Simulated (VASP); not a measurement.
# Ca (Fm-3m) in VASP: notebook

Ca is run at these levels: PBE+D4; tasks: single point, relaxation of cell and atoms.

Program: VASP 6.6.1. These are calculated values, not measurements. Logs are shortened: lines on timing, memory, paths and dates and some standing lists are left out, and cuts for length are marked.

## (1) The cell of the first run

The structure is cubic, space group Fm-3m (No. 225). The conventional cell has a = 5.511 Å, b = 5.511 Å, c = 5.511 Å, α = 90.00°, β = 90.00°, γ = 90.00°. Within 5.1 Å of Ca (site symmetry m-3m) lie 12 Ca at 3.90 Å.

## (2) Single point, PBE+D4

The input, INCAR:

```
SYSTEM = Ca
PREC     = Accurate       ! precision mode
ENCUT    = 500            ! plane-wave cutoff, eV
EDIFF    = 1E-6           ! SCF threshold, eV
ISMEAR   = -1             ! smearing method
SIGMA    = 0.02           ! smearing width, eV
LREAL    = .False.        ! projectors in reciprocal space
LASPH    = .True.         ! aspherical terms in the spheres
NELM     = 120            ! most SCF steps
ALGO     = Normal         ! electronic algorithm
ISIF     = 2              ! what is computed and relaxed
LWAVE    = .False.        ! write WAVECAR
LCHARG   = .True.         ! write CHGCAR
GGA      = PE             ! functional
IVDW     = 13             ! dispersion correction
LELF     = .True.         ! ELF
LVHAR    = .True.       
NBANDS   = 11             ! bands
GGA_COMPAT= .False.
```

The input, KPOINTS:

```
Automatic mesh
0
Gamma
  8 8 8
  0 0 0
```

The input, POSCAR:

```
Ca
1.0
    0.0000000000      2.7554707334      2.7554707334
    2.7554707334      0.0000000000      2.7554707334
    2.7554707334      2.7554707334      0.0000000000
Ca
1
Direct
    0.0000000000      0.0000000000      0.0000000000
```

Potentials or basis: VASP PAW PBE potentials, release 64 (Ca_sv).

Command:

```
> cat potpaw_PBE.64/Ca_sv/POTCAR > POTCAR
> mpirun -np 1 vasp_std > vasp.out
```

OUTCAR:

```text
SYSTEM = Ca
   PREC = Accurate
   ENCUT = 500
   EDIFF = 1E-6
   ISMEAR = -1
   LREAL = .False.
   LASPH = .True.
   NELM = 120
   ISIF = 2
   GGA = PE
   IVDW = 13

 ion  position               nearest neighbor table
   1  0.000  0.000  0.000-

  LATTYP: Found a face centered cubic cell.
 ALAT       =     5.5109414668

  Lattice vectors:

 A1 = (   0.0000000000,   2.7554707334,   2.7554707334)
 A2 = (   2.7554707334,   0.0000000000,   2.7554707334)
 A3 = (   2.7554707334,   2.7554707334,   0.0000000000)

Analysis of symmetry for initial positions (statically):
=====================================================================
 Subroutine PRICEL returns:
 Original cell was already a primitive cell.

 Routine SETGRP: Setting up the symmetry group for a
 face centered cubic supercell.

 Subroutine GETGRP returns: Found 48 space group operations
 (whereof 48 operations were pure point group operations)
 out of a pool of 48 trial point group operations.

The static configuration has the point symmetry O_h .

Analysis of symmetry for dynamics (positions and initial velocities):
=====================================================================
 Subroutine PRICEL returns:
 Original cell was already a primitive cell.

 Routine SETGRP: Setting up the symmetry group for a
 face centered cubic supercell.

 Subroutine GETGRP returns: Found 48 space group operations
 (whereof 48 operations were pure point group operations)
 out of a pool of 48 trial point group operations.

The dynamic configuration has the point symmetry O_h .

 Subroutine INISYM returns: Found 48 space group operations
 (whereof 48 operations are pure point group operations),
 and found     1 'primitive' translations

----------------------------------------------------------------------------------------

                                     Primitive cell

  volume of cell :      41.8425

  direct lattice vectors                    reciprocal lattice vectors
     0.000000000  2.755470733  2.755470733    -0.181457199  0.181457199  0.181457199
     2.755470733  0.000000000  2.755470733     0.181457199 -0.181457199  0.181457199
     2.755470733  2.755470733  0.000000000     0.181457199  0.181457199 -0.181457199

  length of vectors
     3.896824082  3.896824082  3.896824082     0.314293087  0.314293087  0.314293087

  position of ions in fractional coordinates (direct lattice)
     0.000000000  0.000000000  0.000000000

  ion indices of the primitive-cell ions
   primitive index   ion index
                 1           1

----------------------------------------------------------------------------------------

 KPOINTS: Automatic mesh

Automatic generation of k-mesh.
 Grid dimensions read from file:
 generate k-points for:    8    8    8

 Generating k-lattice:

  Cartesian coordinates                     Fractional coordinates (reciprocal lattice)
    -0.022682150  0.022682150  0.022682150     0.125000000  0.000000000  0.000000000
     0.022682150 -0.022682150  0.022682150     0.000000000  0.125000000  0.000000000
     0.022682150  0.022682150 -0.022682150     0.000000000  0.000000000  0.125000000

  Length of vectors
     0.039286636  0.039286636  0.039286636

  Shift w.r.t. Gamma in fractional coordinates (k-lattice)
     0.000000000  0.000000000  0.000000000

 Subroutine IBZKPT returns following result:
 ===========================================

 Found     29 irreducible k-points:

 Following reciprocal coordinates:
            Coordinates               Weight
  0.000000  0.000000  0.000000      1.000000
  0.125000  0.000000  0.000000      8.000000
  0.250000  0.000000  0.000000      8.000000
  0.375000  0.000000  0.000000      8.000000
  0.500000  0.000000  0.000000      4.000000
  0.125000  0.125000  0.000000      6.000000
[... 16 lines left out ...]
  0.500000  0.250000  0.125000     48.000000
 -0.375000  0.250000  0.125000     24.000000
 [... further k-points ...]
   k-points           NKPTS =     29   k-points in BZ     NKDIM =     29   number of bands    NBANDS=     11
   number of dos      NEDOS =    301   number of ions     NIONS =      1
   total plane-waves  NPLWV =  21952
   dimension x,y,z NGX =    28 NGY =   28 NGZ =   28
   dimension x,y,z NGXF=    56 NGYF=   56 NGZF=   56
   ions per type =               1
   NGX,Y,Z   is equivalent  to a cutoff of  11.95, 11.95, 11.95 a.u.
   NGXF,Y,Z  is equivalent  to a cutoff of  23.89, 23.89, 23.89 a.u.
 SYSTEM =  Ca
   PREC   = accura    normal or accurate (medium, high low for compatibility)
   ISTART =      0    job   : 0-new  1-cont  2-samecut
   ICHARG =      2    charge: 1-file 2-atom 10-const
   ISPIN  =      1    spin polarized calculation?
   LNONCOLLINEAR =      F non collinear calculations
   LSORBIT =      F    spin-orbit coupling
   LASPH  =      T    aspherical Exc in radial PAW
   ENCUT  =  500.0 eV  36.75 Ry    6.06 a.u.   7.10  7.10  7.10*2*pi/ulx,y,z
   NELM   =    120;   NELMIN=  2; NELMDL= -5     # of ELM steps
   EDIFF  = 0.1E-05   stopping-criterion for ELM
   LREAL  =      F    real-space projection
   EDIFFG = 0.1E-04   stopping-criterion for IOM
   NSW    =      0    number of steps for IOM
   IBRION =     -1    ionic relax: 0-MD 1-quasi-New 2-CG
   NFREE  =      0    steps in history (QN), initial steepest desc. (CG)
   ISIF   =      2    stress and relaxation
   ISYM   =      2    0-nonsym 1-usesym 2-fastsym
   POTIM  = 0.5000    time-step for ionic-motion
   TEBEG  =    0.0;   TEEND  =   0.0 temperature during run
   PSTRESS=    0.0 pullay stress
   NELECT =      10.0000    total number of electrons
   NUPDOWN=      -1.0000    fix difference up-down
   EMIN   =  10.00;   EMAX   =-10.00  energy-range for DOS
   EFERMI =   0.00;   METHOD = LEGACY
   ISMEAR =    -1;   SIGMA  =   0.02  broadening in eV -4-tet -1-fermi 0-gaus
   EFERMI_NEDOS =   21; number of points for ismear=-14 and -15
   IALGO  =     38    algorithm
   IMIX   =      4    mixing-type and parameters
     AMIX     =   0.40;   BMIX     =  1.00
     AMIX_MAG =   1.60;   BMIX_MAG =  1.00
  volume/ion in A,a.u.               =      41.84       282.37
  Fermi-wavevector in a.u.,A,eV,Ry     =   1.015942  1.919853 14.043099  1.032139
  Thomas-Fermi vector in A             =   2.149257
   LORBIT       =      0    0 simple, 1 ext, 2 COOP (PROOUT), +10 PAW based schemes
   GGA     = PE    functional components
   LHFCALC =     F    Hartree Fock is set to
   AEXX    =    0.0000 exact exchange contribution
   IVDW    =    13    specifies the selected vdW correction
   LEPSILON=     F    determine dielectric tensor
   LRPA    =     F    only Hartree local field effects (RPA)
 non-spin polarized calculation
  energy-cutoff  :      500.00
  volume of cell :       41.84
 maximum number of plane-waves:      1072
   NGX = 15   NGY = 15   NGZ = 15

 number of electron      10.0000000 magnetization

 number of electron       9.9999998 magnetization

 Free energy of the ion-electron system (eV)
  ---------------------------------------------------
  ext. energy  EPLUGINS =         0.00000000
  ---------------------------------------------------
  free energy    TOTEN  =        -1.92962104 eV

  energy without entropy =       -1.92753729  energy(sigma->0) =       -1.92857916

 E-fermi :   1.9319     XC(G=0):  -7.7610

 val. band max:        1.9182259733   @ k =  -0.3750   0.2500   0.1250
 cond. band min:       2.0173312483   @ k =  -0.3750   0.3750   0.0000
 fundamental gap:      0.0991052750
 Fermi energy:         1.9318571456

 k-point     1 :       0.0000    0.0000    0.0000
  band No.  band energies     occupation
      1     -39.9961      2.00000
      2     -20.9122      2.00000
      3     -20.9122      2.00000
      4     -20.9122      2.00000
      5      -2.0471      2.00000
      6       4.3468      0.00000
      7       4.3468      0.00000
      8       4.3468      0.00000
      9       5.4282      0.00000
     10       5.4282      0.00000
     11      11.1491      0.00000

 k-point     2 :       0.1250    0.0000    0.0000
  band No.  band energies     occupation
      1     -39.9940      2.00000
      2     -20.9334      2.00000
      3     -20.9151      2.00000
      4     -20.9151      2.00000
      5      -1.7798      2.00000
      6       4.0685      0.00000
      7       4.4383      0.00000
      8       4.4383      0.00000
      9       5.3550      0.00000
     10       5.3550      0.00000
     11      11.2908      0.00000

 k-point     3 :       0.2500    0.0000    0.0000
  band No.  band energies     occupation
      1     -39.9890      2.00000
      2     -20.9842      2.00000
      3     -20.9221      2.00000
      4     -20.9221      2.00000
      5      -1.0205      2.00000
      6       3.4193      0.00000
      7       4.4821      0.00000
      8       4.4821      0.00000
      9       5.4384      0.00000
     10       5.4384      0.00000
     11       9.4436      0.00000

 k-point     4 :       0.3750    0.0000    0.0000
  band No.  band energies     occupation
      1     -39.9840      2.00000
      2     -21.0343      2.00000
      3     -20.9291      2.00000
      4     -20.9291      2.00000
      5       0.0858      2.00000
      6       2.5935      0.00000
      7       4.3176      0.00000
      8       4.3176      0.00000
      9       5.8686      0.00000
     10       5.8686      0.00000
     11       7.8714      0.00000

 k-point     5 :       0.5000    0.0000    0.0000
  band No.  band energies     occupation
      1     -39.9819      2.00000
      2     -21.0549      2.00000
      3     -20.9320      2.00000
      4     -20.9320      2.00000
      5       1.0055      2.00000
      6       1.8388      1.98112
      7       4.2297      0.00000
      8       4.2297      0.00000
      9       6.1221      0.00000
     10       6.1221      0.00000
     11       7.2533      0.00000
[... 211 lines left out ...]
 k-point    21 :       0.5000    0.5000    0.0000
  band No.  band energies     occupation
      1     -39.9772      2.00000
      2     -21.0466      2.00000
      3     -20.9644      2.00000
      4     -20.9644      2.00000
      5       1.5308      2.00000
      6       2.5690      0.00000
      7       2.9764      0.00000
      8       6.1150      0.00000
      9       6.3067      0.00000
     10       6.3067      0.00000
     11       8.0759      0.00000

 k-point    22 :       0.3750    0.2500    0.1250
  band No.  band energies     occupation
      1     -39.9853      2.00000
      2     -20.9967      2.00000
      3     -20.9482      2.00000
      4     -20.9310      2.00000
      5      -0.3841      2.00000
      6       3.2043      0.00000
      7       3.9751      0.00000
      8       4.9075      0.00000
      9       5.0414      0.00000
     10       5.9696      0.00000
     11       9.4699      0.00000

 k-point    23 :       0.5000    0.2500    0.1250
  band No.  band energies     occupation
      1     -39.9812      2.00000
      2     -21.0237      2.00000
      3     -20.9640      2.00000
      4     -20.9393      2.00000
      5       0.6623      2.00000
      6       2.7011      0.00000
      7       3.5603      0.00000
      8       4.7469      0.00000
      9       5.6082      0.00000
     10       6.3558      0.00000
     11       7.8513      0.00000

 k-point    24 :      -0.3750    0.2500    0.1250
  band No.  band energies     occupation
      1     -39.9796      2.00000
      2     -21.0353      2.00000
      3     -20.9690      2.00000
      4     -20.9438      2.00000
      5       1.6732      2.00000
      6       1.9182      1.32817
      7       3.5020      0.00000
      8       4.6496      0.00000
      9       5.9600      0.00000
     10       6.5264      0.00000
     11       6.9937      0.00000

 [... further k-points ...]

------------------------ aborting loop because EDIFF is reached ----------------------------------------

  DFT-D4 for vdW energy calculation

  Edisp (eV):   -0.17580

  FORCE on cell =-STRESS in cart. coord.  units (eV):
  Direction    XX          YY          ZZ          XY          YZ          ZX
  --------------------------------------------------------------------------------------
  -------------------------------------------------------------------------------------
  Total      -0.00355    -0.00355    -0.00355    -0.00000     0.00000    -0.00000
  in kB      -0.13592    -0.13592    -0.13592    -0.00000     0.00000    -0.00000
  external pressure =       -0.14 kB  Pullay stress =        0.00 kB

 VOLUME and BASIS-vectors are now :
 -----------------------------------------------------------------------------
  energy-cutoff  :      500.00
  volume of cell :       41.84
      direct lattice vectors                 reciprocal lattice vectors
     0.000000000  2.755470733  2.755470733    -0.181457199  0.181457199  0.181457199
     2.755470733  0.000000000  2.755470733     0.181457199 -0.181457199  0.181457199
     2.755470733  2.755470733  0.000000000     0.181457199  0.181457199 -0.181457199

 POSITION                                       TOTAL-FORCE (eV/Angst)
 -----------------------------------------------------------------------------------
      0.00000      0.00000      0.00000         0.000000      0.000000      0.000000
 -----------------------------------------------------------------------------------
    total drift:                               -0.000000     -0.000000     -0.000000

  FREE ENERGIE OF THE ION-ELECTRON SYSTEM (eV)
  ---------------------------------------------------
  free  energy   TOTEN  =        -2.1054191847 eV

  energy  without entropy=       -2.1033354340  energy(sigma->0) =       -2.10437731
```

It took 9.8 s on 1 thread of Intel Xeon 8259CL, shared host; peak memory 0.16 GiB.

Results:

```
Free energy                : -2.1054 eV
Pressure                   : 0.0 GPa
Band gap on the k mesh     : zero (bands 5 and 6 overlap by 0.35 eV)
Dispersion energy per atom : -0.176 eV
```

Levels at points of the mesh, in eV from the Fermi level:
| k point | band 1 | band 2 | band 3 | band 4 | band 5 | band 6 | band 7 | band 8 | band 9 | band 10 |
| --- | --- | --- | --- | --- | --- | --- | --- | --- | --- | --- |
| (0.00, 0.00, 0.00) | -41.93 | -22.84 | -22.84 | -22.84 | -3.98 | 2.41 | 2.41 | 2.41 | 3.50 | 3.50 |
| (0.50, 0.00, 0.00) | -41.91 | -22.99 | -22.86 | -22.86 | -0.93 | -0.09 | 2.30 | 2.30 | 4.19 | 4.19 |
| (0.50, 0.50, 0.00) | -41.91 | -22.98 | -22.90 | -22.90 | -0.40 | 0.64 | 1.04 | 4.18 | 4.37 | 4.37 |

## (3) Relaxation of cell and atoms, PBE+D4

This run uses another cell than the first one, of 43.63 Å³/atom.

The input, INCAR:

```
PREC = Accurate
ENCUT = 500
EDIFF = 1E-7
ISMEAR = -1
SIGMA = 0.02
LREAL = False
LASPH = True
NELM = 120
ALGO = Normal
ISIF = 3
LWAVE = False
LCHARG = False
GGA = PE
IVDW = 13
IBRION = 2
NSW = 80
EDIFFG = -0.01
GGA_COMPAT = False
NELMIN = 4
```

The input, KPOINTS:

```
Automatic mesh
0
Gamma
  8 8 8
```

The input, POSCAR:

```
Ca
1.0
    0.0000000000      2.7942000000      2.7942000000
    2.7942000000      0.0000000000      2.7942000000
    2.7942000000      2.7942000000      0.0000000000
Ca
1
Direct
    0.0000000000      0.0000000000      0.0000000000
```

Potentials or basis: VASP PAW PBE potentials, release 64 (Ca_sv).

Command:

```
> cat potpaw_PBE.64/Ca_sv/POTCAR > POTCAR
> mpirun -np 1 vasp_std > vasp.out
```

Run time: 2.2 min. Hardware: 1 thread of Intel Xeon 8259CL, shared host; peak memory 0.18 GiB.

Results (log left out):

```yaml
Free_energy: -2.1057 eV
Relaxed_volume: 41.84 Å³/atom
Relaxed_cell: a = 3.897 Å, b = 3.897 Å, c = 3.897 Å, α = 60.00°, β = 60.00°, γ = 60.00°
Space_group_after_relaxing_to_0.1_Å: Fm-3m (No. 225)
Energy_gained_by_relaxing: 9.3 meV/atom
Ionic_steps: 16
Pressure_after_relaxing: 0.0 GPa
Band_gap_on_the_k_mesh: zero (bands 5 and 6 overlap by 0.35 eV)
Dispersion_energy_per_atom: -0.176 eV
```

Step by step:
| step | energy change (eV) | largest force (eV/Å) | pressure (GPa) | volume (Å³) |
| --- | --- | --- | --- | --- |
| 1 | 0.0000 | 0.0000 | -1.16 | 43.63 |
| 2 | 0.0706 | 0.0000 | 116.06 | 41.67 |
| 3 | -0.0001 | 0.0000 | -1.15 | 43.61 |
| 4 | -0.0003 | 0.0000 | -1.14 | 43.59 |
| 5 | -0.0062 | 0.0000 | -0.81 | 42.63 |
| 6 | -0.0083 | 0.0000 | -0.62 | 42.15 |
| 7 | -0.0092 | 0.0000 | -0.52 | 41.91 |
| 8 | -0.0087 | 0.0000 | 6.71 | 41.79 |
| 9 | -0.0093 | 0.0000 | -0.43 | 41.88 |
| 10 | -0.0093 | 0.0000 | 0.28 | 41.83 |
| 11 | -0.0078 | 0.0000 | -0.67 | 42.27 |
| 12 | -0.0090 | 0.0000 | -0.55 | 41.96 |
| 13 | -0.0093 | 0.0000 | -0.44 | 41.88 |
| 14 | -0.0093 | 0.0000 | -0.19 | 41.85 |
| 15 | -0.0093 | 0.0000 | -0.05 | 41.84 |
| 16 | -0.0093 | 0.0000 | 0.00 | 41.84 |

Final structure:
```
CELL_PARAMETERS angstrom
0.00000 2.75547 2.75547
2.75547 0.00000 2.75547
2.75547 2.75547 0.00000
ATOMIC_POSITIONS crystal
Ca 0.00000 0.00000 0.00000
```

Levels at points of the mesh, in eV from the Fermi level:
```csv
k point,band 3,band 4,band 5,band 6,band 7,band 8
"(0.00, 0.00, 0.00)",-22.84,-22.84,-3.98,2.41,2.41,2.41
"(0.50, 0.00, 0.00)",-22.86,-22.86,-0.93,-0.09,2.30,2.30
"(0.50, 0.50, 0.00)",-22.90,-22.90,-0.40,0.64,1.04,4.18
```

The gap in the log of VASP goes by the Fermi energy; the results here count the filled bands.